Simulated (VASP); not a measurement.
# Se (P3_121) in VASP: further runs

Runs on Se. Level: PBE+D3(BJ). Tasks: single point.

Everything below comes from runs of VASP 6.6.1. Logs are shortened: lines on timing, memory, paths and dates and some standing lists are left out, and cuts for length are marked.

### Step 1. The cell of the first run

Symmetry: P3_121, No. 152, trigonal system. Conventional cell: a = 4.215 Å, b = 4.215 Å, c = 4.903 Å, α = 90.00°, β = 90.00°, γ = 120.00°. Within 3.3 Å of Se (site symmetry 2) lie 6 Se at 2.44 to 3.24 Å.

### Step 2. Single point, PBE+D3(BJ) (25.15 Å³/atom)

Contents of INCAR:

```
SYSTEM = Se
PREC     = Accurate       ! precision mode
ENCUT    = 520            ! plane-wave cutoff, eV
EDIFF    = 1E-6           ! SCF threshold, eV
ISMEAR   = 0              ! smearing method
SIGMA    = 0.05           ! smearing width, eV
LREAL    = .False.        ! projectors in reciprocal space
LASPH    = .True.         ! aspherical terms in the spheres
NELM     = 100            ! most SCF steps
ALGO     = Normal         ! electronic algorithm
ISIF     = 2              ! what is computed and relaxed
LWAVE    = .False.        ! write WAVECAR
LCHARG   = .False.        ! write CHGCAR
GGA      = PE             ! functional
IVDW     = 12             ! dispersion correction
NBANDS   = 16             ! bands
```

Contents of KPOINTS:

```
Automatic mesh
0
Gamma
  12 12 8
  0 0 0
```

Contents of POSCAR:

```
Se
1.0
    4.2154402845      0.0000000000      0.0000000000
   -2.1077201422      3.6506783745      0.0000000000
    0.0000000000      0.0000000000      4.9029785949
Se
3
Direct
    0.2473450691      0.0000000000      0.3333333333
    0.0000000000      0.2473450691      0.6666666667
    0.7526549309      0.7526549309      0.0000000000
```

Potentials or basis: VASP PAW PBE potentials, release 64 (Se).

Command:

```
cat potpaw_PBE.64/Se/POTCAR > POTCAR
mpirun -np 1 vasp_std > vasp.out
```

OUTCAR:

```text
SYSTEM = Se
   PREC = Accurate
   ENCUT = 520
   EDIFF = 1E-6
   ISMEAR = 0
   LREAL = .False.
   LASPH = .True.
   NELM = 100
   ISIF = 2
   GGA = PE
   IVDW = 12
 IVDW          = 12

 ion  position               nearest neighbor table
   1  0.247  0.000  0.333-   3 2.44   2 2.44
   2  0.000  0.247  0.667-   3 2.44   1 2.44
   3  0.753  0.753  0.000-   2 2.44   1 2.44

  LATTYP: Found a hexagonal cell.
 ALAT       =     4.2154402845
 C/A-ratio  =     1.1631000000

  Lattice vectors:

 A1 = (   4.2154402845,   0.0000000000,   0.0000000000)
 A2 = (  -2.1077201422,   3.6506783745,   0.0000000000)
 A3 = (   0.0000000000,   0.0000000000,   4.9029785949)

Analysis of symmetry for initial positions (statically):
=====================================================================
 Subroutine PRICEL returns:
 Original cell was already a primitive cell.

 Routine SETGRP: Setting up the symmetry group for a
 hexagonal supercell.

 Subroutine GETGRP returns: Found  6 space group operations
 (whereof  2 operations were pure point group operations)
 out of a pool of 24 trial point group operations.

The static configuration has the point symmetry C_2 .
 The point group associated with its full space group is D_3 .

Analysis of symmetry for dynamics (positions and initial velocities):
=====================================================================
 Subroutine PRICEL returns:
 Original cell was already a primitive cell.

 Routine SETGRP: Setting up the symmetry group for a
 hexagonal supercell.

 Subroutine GETGRP returns: Found  6 space group operations
 (whereof  2 operations were pure point group operations)
 out of a pool of 24 trial point group operations.

The dynamic configuration has the point symmetry C_2 .
 The point group associated with its full space group is D_3 .

 Subroutine INISYM returns: Found  6 space group operations
 (whereof  2 operations are pure point group operations),
 and found     1 'primitive' translations

----------------------------------------------------------------------------------------

                                     Primitive cell

  volume of cell :      75.4530

  direct lattice vectors                    reciprocal lattice vectors
     4.215440284  0.000000000  0.000000000     0.237223145  0.136960846  0.000000000
    -2.107720142  3.650678374  0.000000000     0.000000000  0.273921693  0.000000000
     0.000000000  0.000000000  4.902978595     0.000000000  0.000000000  0.203957652

  length of vectors
     4.215440284  4.215440284  4.902978595     0.273921693  0.273921693  0.203957652

[... 79 lines left out ...]
   LASPH  =      T    aspherical Exc in radial PAW
   ENCUT  =  520.0 eV  38.22 Ry    6.18 a.u.   7.84  7.84  9.12*2*pi/ulx,y,z
   NELM   =    100;   NELMIN=  2; NELMDL= -5     # of ELM steps
   EDIFF  = 0.1E-05   stopping-criterion for ELM
   LREAL  =      F    real-space projection
[... 7 lines left out ...]
   TEBEG  =    0.0;   TEEND  =   0.0 temperature during run
   PSTRESS=    0.0 pullay stress
   NELECT =      18.0000    total number of electrons
   NUPDOWN=      -1.0000    fix difference up-down
   EMIN   =  10.00;   EMAX   =-10.00  energy-range for DOS
   EFERMI =   0.00;   METHOD = LEGACY
   ISMEAR =     0;   SIGMA  =   0.05  broadening in eV -4-tet -1-fermi 0-gaus
   EFERMI_NEDOS =   21; number of points for ismear=-14 and -15
   IALGO  =     38    algorithm
   IMIX   =      4    mixing-type and parameters
     AMIX     =   0.40;   BMIX     =  1.00
     AMIX_MAG =   1.60;   BMIX_MAG =  1.00
  volume/ion in A,a.u.               =      25.15       169.73
  Fermi-wavevector in a.u.,A,eV,Ry     =   1.015329  1.918694 14.026153  1.030893
  Thomas-Fermi vector in A             =   2.148609
   LORBIT       =      0    0 simple, 1 ext, 2 COOP (PROOUT), +10 PAW based schemes
   GGA     = PE    functional components
   LHFCALC =     F    Hartree Fock is set to
   AEXX    =    0.0000 exact exchange contribution
   IVDW    =    12    specifies the selected vdW correction
   LEPSILON=     F    determine dielectric tensor
   LRPA    =     F    only Hartree local field effects (RPA)
 non-spin polarized calculation
 Gauss-broadening in eV      SIGMA  =   0.05
  energy-cutoff  :      520.00
  volume of cell :       75.45
 maximum number of plane-waves:      2050
   NGX = 15   NGY = 15   NGZ = 19

 number of electron      18.0000004 magnetization

 Free energy of the ion-electron system (eV)
  ---------------------------------------------------
  ext. energy  EPLUGINS =         0.00000000
  ---------------------------------------------------
  free energy    TOTEN  =       -10.42180392 eV

  energy without entropy =      -10.42180392  energy(sigma->0) =      -10.42180392

 E-fermi :   3.7955     XC(G=0):  -9.2882

 val. band max:        3.5790673090   @ k =   0.5000  -0.0000   0.5000
 cond. band min:       4.1627984533   @ k =   0.0000   0.0000   0.5000
 fundamental gap:      0.5837311443
 Fermi energy:         3.7955190218

 k-point     1 :       0.0000    0.0000    0.0000
  band No.  band energies     occupation
      1     -12.4478      2.00000
      2      -8.3060      2.00000
      3      -8.3060      2.00000
      4      -0.4888      2.00000
      5      -0.1727      2.00000
      6      -0.1727      2.00000
[... 433 lines left out ...]
      3      -7.6279      2.00000
      4      -1.2058      2.00000
      5      -0.8193      2.00000
      6      -0.1809      2.00000
[... 8 lines left out ...]
     15      11.1309      0.00000
     16      11.9442      0.00000

 [... further k-points ...]

------------------------ aborting loop because EDIFF is reached ----------------------------------------

 Edisp (eV)   -1.03724

 E8    (eV) :    -0.4281

  FORCE on cell =-STRESS in cart. coord.  units (eV):
  Direction    XX          YY          ZZ          XY          YZ          ZX
  --------------------------------------------------------------------------------------
  -------------------------------------------------------------------------------------
  Total      -0.41832    -0.41832     0.75975    -0.00000    -0.00000    -0.00000
  in kB      -8.88263    -8.88263    16.13270    -0.00000    -0.00000    -0.00000
  external pressure =       -0.54 kB  Pullay stress =        0.00 kB

 VOLUME and BASIS-vectors are now :
 -----------------------------------------------------------------------------
  energy-cutoff  :      520.00
  volume of cell :       75.45
      direct lattice vectors                 reciprocal lattice vectors
     4.215440284  0.000000000  0.000000000     0.237223145  0.136960846  0.000000000
    -2.107720142  3.650678374  0.000000000     0.000000000  0.273921693  0.000000000
     0.000000000  0.000000000  4.902978595     0.000000000  0.000000000  0.203957652

 POSITION                                       TOTAL-FORCE (eV/Angst)
 -----------------------------------------------------------------------------------
      1.04267      0.00000      1.63433        -0.125386      0.000000     -0.000000
     -0.52133      0.90298      3.26865         0.062693     -0.108588      0.000000
      1.58639      2.74770      0.00000         0.062693      0.108588      0.000000
 -----------------------------------------------------------------------------------
    total drift:                               -0.000000     -0.000000      0.000000

  FREE ENERGIE OF THE ION-ELECTRON SYSTEM (eV)
  ---------------------------------------------------
  free  energy   TOTEN  =       -11.4590392610 eV

  energy  without entropy=      -11.4590392610  energy(sigma->0) =      -11.45903926
```

stdout:

```text
POSCAR found type information on POSCAR Se
 POSCAR found :  1 types and       3 ions
 scaLAPACK will be used
 LDA part: xc-table for (Slater+PW92), standard interpolation
 POSCAR, INCAR and KPOINTS ok, starting setup
 FFT: planning ... GRIDC
 FFT: planning ... GRID_SOFT
 FFT: planning ... GRID
 WAVECAR not read
 entering main loop
```

Wall time 38 s (1 thread of Intel Xeon 6975P-C (Granite Rapids), shared host); peak memory 0.27 GiB.

Results:

```
Free energy                : -11.4590 eV
Pressure                   : -0.1 GPa
Largest force              : 0.125 eV/Å
Band gap on the k mesh     : 0.58 eV (least direct gap 1.12 eV)
Dispersion energy per atom : -0.346 eV
```

Forces in eV/Å, atoms in the order of the input:
```
Se  -0.125  0.000  0.000
Se   0.063 -0.109  0.000
Se   0.063  0.109  0.000
```

Levels at points of the mesh, in eV from the valence-band top:
```
           k point  band 7  band 8  band 9  band 10  band 11  band 12
(0.00, 0.00, 0.00)   -2.17   -2.17   -0.77     1.48     1.48     1.60
(0.50, 0.00, 0.00)   -3.35   -1.62   -1.11     1.46     1.61     4.02
(0.00, 0.00, 0.50)   -1.75   -1.75   -1.38     0.58     0.58     0.91
(0.50, 0.00, 0.50)   -2.53   -1.88    0.00     1.65     2.59     2.62
```

A k mesh can miss the band edges.

### Step 3. Single point, PBE+D3(BJ) (25.80 Å³/atom)

This run uses another cell than the first one, of 25.80 Å³/atom.

Edit INCAR of step 2 so:

```diff
@@ -8,3 +8,3 @@
 LASPH    = .True.         ! aspherical terms in the spheres
-NELM     = 100            ! most SCF steps
+NELM     = 80             ! most SCF steps
 ALGO     = Normal         ! electronic algorithm
```

KPOINTS is that of step 2.

Contents of POSCAR:

```
Se
1.0
    4.0840640168      0.0000000000      0.0000000000
   -2.0420320084      3.5369031893      0.0000000000
    0.0000000000      0.0000000000      5.3591088029
Se
3
Direct
    0.2473450691      0.0000000000      0.3333333333
    0.0000000000      0.2473450691      0.6666666667
    0.7526549309      0.7526549309      0.0000000000
```

Potentials or basis: VASP PAW PBE potentials, release 64 (Se).

Command:

```
cat potpaw_PBE.64/Se/POTCAR > POTCAR
mpirun -np 1 vasp_std > vasp.out
```

It took 45 s on 1 thread of Intel Xeon 6975P-C (Granite Rapids), shared host; peak memory 0.27 GiB.

The run converged. Its results:

```
Free energy                : -11.4254 eV
Pressure                   : -3.7 GPa
Largest force              : 0.340 eV/Å
Band gap on the k mesh     : 0.24 eV
Dispersion energy per atom : -0.337 eV
```

Forces on the atoms (eV/Å):
```
Se  -0.340  0.000  0.000
Se   0.170 -0.295  0.000
Se   0.170  0.295  0.000
```

Stress tensor (GPa, compression positive):
```
-2.59  0.00  0.00
 0.00 -2.59  0.00
 0.00  0.00 -5.86
```

Levels at points of the mesh, in eV from the valence-band top:
| k point | band 5 | band 6 | band 7 | band 8 | band 9 | band 10 | band 11 | band 12 | band 13 | band 14 |
| --- | --- | --- | --- | --- | --- | --- | --- | --- | --- | --- |
| (0.00, 0.00, 0.00) | -3.18 | -3.16 | -1.53 | -1.53 | -0.35 | 1.34 | 1.34 | 2.19 | 6.53 | 6.53 |
| (0.50, 0.00, 0.00) | -4.59 | -3.38 | -3.34 | -1.27 | -0.84 | 1.39 | 1.69 | 3.89 | 4.72 | 8.71 |
| (0.00, 0.00, 0.50) | -2.71 | -2.71 | -1.21 | -1.04 | -1.04 | 0.95 | 1.11 | 1.11 | 5.80 | 7.40 |
| (0.50, 0.00, 0.50) | -4.00 | -3.87 | -2.12 | -1.74 | -0.18 | 1.09 | 2.28 | 2.90 | 6.05 | 7.28 |

Caveat: the cell stands under tension.

[end of part 1 of 3]
